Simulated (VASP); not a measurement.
# LaBPd3 (Pm-3m) in VASP: a series of runs

Runs on LaBPd3. Level: LDA. Tasks: single point.

All numbers are computed with VASP 6.6.1; they aren't measurements. Logs are shortened: lines on timing, memory, paths and dates and some standing lists are left out, and cuts for length are marked.

**1. The cell of the first run**

Symmetry: Pm-3m, No. 221, cubic system. The conventional cell has a = 4.285 Å, b = 4.285 Å, c = 4.285 Å, α = 90.00°, β = 90.00°, γ = 90.00°. La (site symmetry m-3m) has 12 Pd at 3.03 Å and 8 B at 3.71 Å within 4.0 Å. B (site symmetry m-3m) has 6 Pd at 2.14 Å within 2.8 Å. Pd (site symmetry 4/mmm) has 2 B at 2.14 Å within 2.8 Å.

**2. Single point, LDA**

Contents of INCAR:

```
  ALGO = Normal
  EDIFF = 1E-7
  ENCUT = 520
  GGA = CA
  ISIF = 2
  ISMEAR = -1
  LASPH = T
  LCHARG = F
  LREAL = F
  LWAVE = F
  NBANDS = 30
  NELM = 80
  PREC = Accurate
  SIGMA = 0.1
```

Contents of KPOINTS:

```
k-points
0
Gamma
  6 6 6
```

Contents of POSCAR:

```
LaBPd3
1.0
    4.2846511188      0.0000000000      0.0000000000
    0.0000000000      4.2846511188      0.0000000000
    0.0000000000      0.0000000000      4.2846511188
La B Pd
1 1 3
Direct
    0.0000000000      0.0000000000      0.0000000000
    0.5000000000      0.5000000000      0.5000000000
    0.0000000000      0.5000000000      0.5000000000
    0.5000000000      0.0000000000      0.5000000000
    0.5000000000      0.5000000000      0.0000000000
```

Potentials or basis: VASP PAW LDA potentials, release 64 (La, B, Pd).

Started as:

```console
$ cat potpaw_LDA.64/La/POTCAR potpaw_LDA.64/B/POTCAR potpaw_LDA.64/Pd/POTCAR > POTCAR
$ mpirun -np 1 vasp_std > vasp.out
```

OUTCAR:

```text
EDIFF = 1E-7
   ENCUT = 520
   GGA = CA
   ISIF = 2
   ISMEAR = -1
   LASPH = T
   LREAL = F
   NELM = 80
   PREC = Accurate

 ion  position               nearest neighbor table
   1  0.000  0.000  0.000-   3 3.03   4 3.03   5 3.03   3 3.03   4 3.03   3 3.03   5 3.03   3 3.03
                             4 3.03   5 3.03   4 3.03   5 3.03
   2  0.500  0.500  0.500-   3 2.14   4 2.14   5 2.14   5 2.14   4 2.14   3 2.14
   3  0.000  0.500  0.500-   2 2.14   2 2.14   4 3.03   5 3.03   1 3.03   5 3.03   1 3.03   4 3.03
                             1 3.03   1 3.03   4 3.03   5 3.03   5 3.03   4 3.03
   4  0.500  0.000  0.500-   2 2.14   2 2.14   3 3.03   5 3.03   1 3.03   5 3.03   1 3.03   3 3.03
                             5 3.03   5 3.03   1 3.03   3 3.03   1 3.03   3 3.03
   5  0.500  0.500  0.000-   2 2.14   2 2.14   3 3.03   4 3.03   1 3.03   3 3.03   4 3.03   1 3.03
                             4 3.03   4 3.03   1 3.03   3 3.03   3 3.03   1 3.03

  LATTYP: Found a simple cubic cell.
 ALAT       =     4.2846511188

  Lattice vectors:

 A1 = (   4.2846511188,   0.0000000000,   0.0000000000)
 A2 = (   0.0000000000,   4.2846511188,   0.0000000000)
 A3 = (   0.0000000000,   0.0000000000,   4.2846511188)

Analysis of symmetry for initial positions (statically):
=====================================================================
 Subroutine PRICEL returns:
 Original cell was already a primitive cell.

 Routine SETGRP: Setting up the symmetry group for a
 simple cubic supercell.

 Subroutine GETGRP returns: Found 48 space group operations
 (whereof 48 operations were pure point group operations)
 out of a pool of 48 trial point group operations.

The static configuration has the point symmetry O_h .

Analysis of symmetry for dynamics (positions and initial velocities):
=====================================================================
 Subroutine PRICEL returns:
 Original cell was already a primitive cell.

 Routine SETGRP: Setting up the symmetry group for a
 simple cubic supercell.

 Subroutine GETGRP returns: Found 48 space group operations
 (whereof 48 operations were pure point group operations)
 out of a pool of 48 trial point group operations.

The dynamic configuration has the point symmetry O_h .

 Subroutine INISYM returns: Found 48 space group operations
 (whereof 48 operations are pure point group operations),
 and found     1 'primitive' translations

----------------------------------------------------------------------------------------

                                     Primitive cell

  volume of cell :      78.6586

  direct lattice vectors                    reciprocal lattice vectors
     4.284651119  0.000000000  0.000000000     0.233391231  0.000000000  0.000000000
     0.000000000  4.284651119  0.000000000     0.000000000  0.233391231  0.000000000
     0.000000000  0.000000000  4.284651119     0.000000000  0.000000000  0.233391231

  length of vectors
     4.284651119  4.284651119  4.284651119     0.233391231  0.233391231  0.233391231

  position of ions in fractional coordinates (direct lattice)
     0.000000000  0.000000000  0.000000000
     0.500000000  0.500000000  0.500000000
     0.000000000  0.500000000  0.500000000
     0.500000000  0.000000000  0.500000000
     0.500000000  0.500000000  0.000000000

  ion indices of the primitive-cell ions
   primitive index   ion index
                 1           1
                 2           2
                 3           3
                 4           4
                 5           5

----------------------------------------------------------------------------------------

 KPOINTS: k-points

Automatic generation of k-mesh.
 Grid dimensions read from file:
 generate k-points for:    6    6    6

 Generating k-lattice:

  Cartesian coordinates                     Fractional coordinates (reciprocal lattice)
     0.038898539  0.000000000  0.000000000     0.166666667  0.000000000  0.000000000
     0.000000000  0.038898539  0.000000000     0.000000000  0.166666667  0.000000000
     0.000000000  0.000000000  0.038898539     0.000000000  0.000000000  0.166666667

  Length of vectors
     0.038898539  0.038898539  0.038898539

  Shift w.r.t. Gamma in fractional coordinates (k-lattice)
     0.000000000  0.000000000  0.000000000

 Subroutine IBZKPT returns following result:
 ===========================================

 Found     20 irreducible k-points:

 Following reciprocal coordinates:
            Coordinates               Weight
  0.000000  0.000000  0.000000      1.000000
  0.166667  0.000000  0.000000      6.000000
  0.333333  0.000000  0.000000      6.000000
  0.500000  0.000000  0.000000      3.000000
  0.166667  0.166667  0.000000     12.000000
  0.333333  0.166667  0.000000     24.000000
[... 12 lines left out ...]
  0.500000  0.500000  0.333333      6.000000
  0.500000  0.500000  0.500000      1.000000
   k-points           NKPTS =     20   k-points in BZ     NKDIM =     20   number of bands    NBANDS=     30
   number of dos      NEDOS =    301   number of ions     NIONS =      5
   total plane-waves  NPLWV =  32768
   dimension x,y,z NGX =    32 NGY =   32 NGZ =   32
   dimension x,y,z NGXF=    64 NGYF=   64 NGZF=   64
   ions per type =               1   1   3
   NGX,Y,Z   is equivalent  to a cutoff of  12.42, 12.42, 12.42 a.u.
   NGXF,Y,Z  is equivalent  to a cutoff of  24.83, 24.83, 24.83 a.u.
 SYSTEM =  unknown system
   PREC   = accura    normal or accurate (medium, high low for compatibility)
   ISTART =      0    job   : 0-new  1-cont  2-samecut
   ICHARG =      2    charge: 1-file 2-atom 10-const
   ISPIN  =      1    spin polarized calculation?
   LNONCOLLINEAR =      F non collinear calculations
   LSORBIT =      F    spin-orbit coupling
   LASPH  =      T    aspherical Exc in radial PAW
   ENCUT  =  520.0 eV  38.22 Ry    6.18 a.u.   7.97  7.97  7.97*2*pi/ulx,y,z
   NELM   =     80;   NELMIN=  2; NELMDL= -5     # of ELM steps
   EDIFF  = 0.1E-06   stopping-criterion for ELM
   LREAL  =      F    real-space projection
   EDIFFG = 0.1E-05   stopping-criterion for IOM
   NSW    =      0    number of steps for IOM
   IBRION =     -1    ionic relax: 0-MD 1-quasi-New 2-CG
   NFREE  =      0    steps in history (QN), initial steepest desc. (CG)
   ISIF   =      2    stress and relaxation
   ISYM   =      2    0-nonsym 1-usesym 2-fastsym
   POTIM  = 0.5000    time-step for ionic-motion
   TEBEG  =    0.0;   TEEND  =   0.0 temperature during run
   PSTRESS=    0.0 pullay stress
   NELECT =      44.0000    total number of electrons
   NUPDOWN=      -1.0000    fix difference up-down
   EMIN   =  10.00;   EMAX   =-10.00  energy-range for DOS
   EFERMI =   0.00;   METHOD = LEGACY
   ISMEAR =    -1;   SIGMA  =   0.10  broadening in eV -4-tet -1-fermi 0-gaus
   EFERMI_NEDOS =   21; number of points for ismear=-14 and -15
   IALGO  =     38    algorithm
   IMIX   =      4    mixing-type and parameters
     AMIX     =   0.40;   BMIX     =  1.00
     AMIX_MAG =   1.60;   BMIX_MAG =  1.00
  volume/ion in A,a.u.               =      15.73       106.16
  Fermi-wavevector in a.u.,A,eV,Ry     =   1.348891  2.549035 24.755902  1.819507
  Thomas-Fermi vector in A             =   2.476523
   LORBIT       =      0    0 simple, 1 ext, 2 COOP (PROOUT), +10 PAW based schemes
   GGA     = CA    functional components
   LHFCALC =     F    Hartree Fock is set to
   AEXX    =    0.0000 exact exchange contribution
   IVDW    =     0    specifies the selected vdW correction
   LEPSILON=     F    determine dielectric tensor
   LRPA    =     F    only Hartree local field effects (RPA)
 non-spin polarized calculation
  energy-cutoff  :      520.00
  volume of cell :       78.66
 maximum number of plane-waves:      2176
 NGX is ok and might be reduce to    32
   NGX = 15   NGY = 15   NGZ = 15

 number of electron      43.9999970 magnetization

 Free energy of the ion-electron system (eV)
  ---------------------------------------------------
  ext. energy  EPLUGINS =         0.00000000
  ---------------------------------------------------
  free energy    TOTEN  =       -35.32142812 eV

  energy without entropy =      -35.19016450  energy(sigma->0) =      -35.25579631

 E-fermi :  10.5617     XC(G=0): -12.5152

 val. band max:       10.5307677456   @ k =   0.3333   0.3333   0.3333
 cond. band min:      10.5853187531   @ k =   0.3333   0.0000   0.0000
 fundamental gap:      0.0545510075
 Fermi energy:        10.5617111828

 k-point     1 :       0.0000    0.0000    0.0000
  band No.  band energies     occupation
      1     -21.8035      2.00000
      2      -5.6127      2.00000
      3      -5.6127      2.00000
      4      -5.6127      2.00000
      5       0.2253      2.00000
      6       5.0833      2.00000
[... 22 lines left out ...]
     29      12.7587      0.00000
     30      12.9180      0.00000

 k-point     2 :       0.1667    0.0000    0.0000
  band No.  band energies     occupation
      1     -21.7977      2.00000
      2      -5.7249      2.00000
      3      -5.6220      2.00000
      4      -5.6220      2.00000
      5       0.4287      2.00000
      6       5.2502      2.00000
[... 22 lines left out ...]
     29      12.7931      0.00000
     30      12.9264      0.00000

 k-point     3 :       0.3333    0.0000    0.0000
  band No.  band energies     occupation
      1     -21.7862      2.00000
      2      -5.9362      2.00000
      3      -5.6403      2.00000
      4      -5.6403      2.00000
      5       0.9191      2.00000
      6       5.4019      2.00000
[... 22 lines left out ...]
     29      12.8633      0.00000
     30      12.9513      0.00000

 k-point     4 :       0.5000    0.0000    0.0000
  band No.  band energies     occupation
      1     -21.7805      2.00000
      2      -6.0362      2.00000
      3      -5.6494      2.00000
      4      -5.6494      2.00000
      5       1.2421      2.00000
      6       4.7838      2.00000
[... 22 lines left out ...]
     29      12.8992      0.00000
     30      13.0042      0.00000

 k-point     5 :       0.1667    0.1667    0.0000
  band No.  band energies     occupation
      1     -21.7925      2.00000
      2      -5.7506      2.00000
      3      -5.6979      2.00000
      4      -5.6306      2.00000
      5       0.6215      2.00000
      6       5.2382      2.00000
[... 22 lines left out ...]
     29      12.8188      0.00000
     30      12.9298      0.00000
[... 394 lines left out ...]
     29      12.8690      0.00000
     30      12.8702      0.00000

 k-point    18 :       0.5000    0.3333    0.3333
  band No.  band energies     occupation
      1     -21.7629      2.00000
      2      -5.8811      2.00000
      3      -5.8329      2.00000
      4      -5.7856      2.00000
      5       2.4849      2.00000
      6       3.7925      2.00000
[... 22 lines left out ...]
     29      12.8275      0.00000
     30      12.8608      0.00000

 k-point    19 :       0.5000    0.5000    0.3333
  band No.  band energies     occupation
      1     -21.7607      2.00000
      2      -5.8544      2.00000
      3      -5.8544      2.00000
      4      -5.7905      2.00000
      5       2.8869      2.00000
      6       3.6466      2.00000
[... 22 lines left out ...]
     29      12.7943      0.00000
     30      12.8412      0.00000

 k-point    20 :       0.5000    0.5000    0.5000
  band No.  band energies     occupation
      1     -21.7591      2.00000
      2      -5.8274      2.00000
      3      -5.8274      2.00000
      4      -5.8274      2.00000
      5       3.4829      2.00000
      6       3.4829      2.00000
[... 22 lines left out ...]
     29      12.7790      0.00000
     30      12.7790      0.00000

------------------------ aborting loop because EDIFF is reached ----------------------------------------

  FORCE on cell =-STRESS in cart. coord.  units (eV):
  Direction    XX          YY          ZZ          XY          YZ          ZX
  --------------------------------------------------------------------------------------
  -------------------------------------------------------------------------------------
  Total        1.5759376      1.5759376      1.5759376     -0.0000000     -0.0000000      0.0000000
  in kB       32.0998654     32.0998654     32.0998654     -0.0000000     -0.0000000      0.0000000
  external PRESSURE =      32.0998654 kB  Pullay stress =       0.0000000 kB

 VOLUME and BASIS-vectors are now :
 -----------------------------------------------------------------------------
  energy-cutoff  :      520.00
  volume of cell :       78.66
      direct lattice vectors                 reciprocal lattice vectors
     4.284651119  0.000000000  0.000000000     0.233391231  0.000000000  0.000000000
     0.000000000  4.284651119  0.000000000     0.000000000  0.233391231  0.000000000
     0.000000000  0.000000000  4.284651119     0.000000000  0.000000000  0.233391231

 POSITION                                       TOTAL-FORCE (eV/Angst)
 -----------------------------------------------------------------------------------
      0.00000      0.00000      0.00000         0.000000      0.000000      0.000000
      2.14233      2.14233      2.14233         0.000000      0.000000      0.000000
      0.00000      2.14233      2.14233         0.000000      0.000000      0.000000
      2.14233      0.00000      2.14233         0.000000      0.000000      0.000000
      2.14233      2.14233      0.00000         0.000000      0.000000      0.000000
 -----------------------------------------------------------------------------------
    total drift:                                0.000000     -0.000000     -0.000000

  FREE ENERGIE OF THE ION-ELECTRON SYSTEM (eV)
  ---------------------------------------------------
  free  energy   TOTEN  =       -35.3214281160 eV

  energy  without entropy=      -35.1901645044  energy(sigma->0) =      -35.25579631
```

Run time: 17 s. Hardware: 1 thread of Intel Xeon 6975P-C (Granite Rapids), shared host; peak memory 0.19 GiB.

Results:

```yaml
Free_energy: -35.3214 eV
Pressure: 3.2 GPa
Band_gap_on_the_k_mesh: zero (bands 22 and 23 overlap by 1.66 eV)
```

Levels at points of the mesh, in eV from the Fermi level:
| k point | band 18 | band 19 | band 20 | band 21 | band 22 | band 23 | band 24 | band 25 | band 26 | band 27 |
| --- | --- | --- | --- | --- | --- | --- | --- | --- | --- | --- |
| (0.00, 0.00, 0.00) | -1.81 | -1.81 | -1.81 | -1.50 | -1.50 | -1.50 | 1.87 | 1.87 | 1.96 | 1.96 |
| (0.50, 0.00, 0.00) | -2.96 | -2.66 | -2.65 | -1.81 | 0.16 | 0.16 | 1.56 | 1.85 | 2.17 | 2.17 |
| (0.50, 0.50, 0.00) | -3.17 | -2.98 | -2.87 | -1.55 | -0.24 | -0.24 | 1.87 | 1.87 | 2.20 | 2.24 |
| (0.50, 0.50, 0.50) | -1.98 | -1.98 | -1.98 | 0.12 | 0.12 | 0.12 | 1.46 | 1.46 | 1.46 | 2.19 |

Caveat: the cell stands under pressure; spin-orbit coupling is left out, which moves the levels of the heavy elements.

**3. Single point, LDA**

This run uses another cell than the first one, of 16.03 Å³/atom.

Contents of INCAR:

```
SYSTEM = LaBPd3
PREC     = Accurate       ! precision mode
ENCUT    = 520            ! plane-wave cutoff, eV
EDIFF    = 1E-6           ! SCF threshold, eV
ISMEAR   = -1             ! smearing method
SIGMA    = 0.1            ! smearing width, eV
LREAL    = .FALSE.        ! projectors in reciprocal space
LASPH    = .TRUE.         ! aspherical terms in the spheres
NELM     = 60             ! most SCF steps
ALGO     = Normal         ! electronic algorithm
ISIF     = 2              ! what is computed and relaxed
LWAVE    = .FALSE.        ! write WAVECAR
LCHARG   = .FALSE.        ! write CHGCAR
NBANDS   = 30             ! bands
```

Contents of KPOINTS:

```
Automatic mesh
0
G
  6 6 6
  0 0 0
```

Changes to POSCAR since step 2:

```diff
@@ -2,5 +2,5 @@
 1.0
-    4.2846511188      0.0000000000      0.0000000000
-    0.0000000000      4.2846511188      0.0000000000
-    0.0000000000      0.0000000000      4.2846511188
+    4.3119426260      0.0000000000      0.0000000000
+    0.0000000000      4.3119426260      0.0000000000
+    0.0000000000      0.0000000000      4.3119426260
 La B Pd
```

Potentials or basis: VASP PAW LDA potentials, release 64 (La, B, Pd).

Started as:

```console
$ cat potpaw_LDA.64/La/POTCAR potpaw_LDA.64/B/POTCAR potpaw_LDA.64/Pd/POTCAR > POTCAR
$ mpirun -np 1 vasp_std > vasp.out
```

Run time: 17 s. Hardware: 1 thread of Intel Xeon 6975P-C (Granite Rapids), shared host; peak memory 0.19 GiB.

Results (log left out):

```
Free energy            : -35.3373 eV
Pressure               : 0.1 GPa
Band gap on the k mesh : zero (bands 22 and 23 overlap by 1.62 eV)
```

Levels at points of the mesh, in eV from the Fermi level:
| k point | band 19 | band 20 | band 21 | band 22 | band 23 | band 24 | band 25 | band 26 |
| --- | --- | --- | --- | --- | --- | --- | --- | --- |
| (0.00, 0.00, 0.00) | -1.78 | -1.78 | -1.44 | -1.44 | -1.44 | 1.84 | 1.84 | 1.93 |
| (0.50, 0.00, 0.00) | -2.62 | -2.59 | -1.78 | 0.17 | 0.17 | 1.56 | 1.81 | 2.13 |
| (0.50, 0.50, 0.00) | -2.90 | -2.79 | -1.49 | -0.25 | -0.25 | 1.87 | 1.87 | 2.16 |
| (0.50, 0.50, 0.50) | -1.94 | -1.94 | 0.12 | 0.12 | 0.12 | 1.44 | 1.44 | 1.44 |

Caveat: spin-orbit coupling is left out, which moves the levels of the heavy elements.

The gap in the log of VASP goes by the Fermi energy; the results here count the filled bands.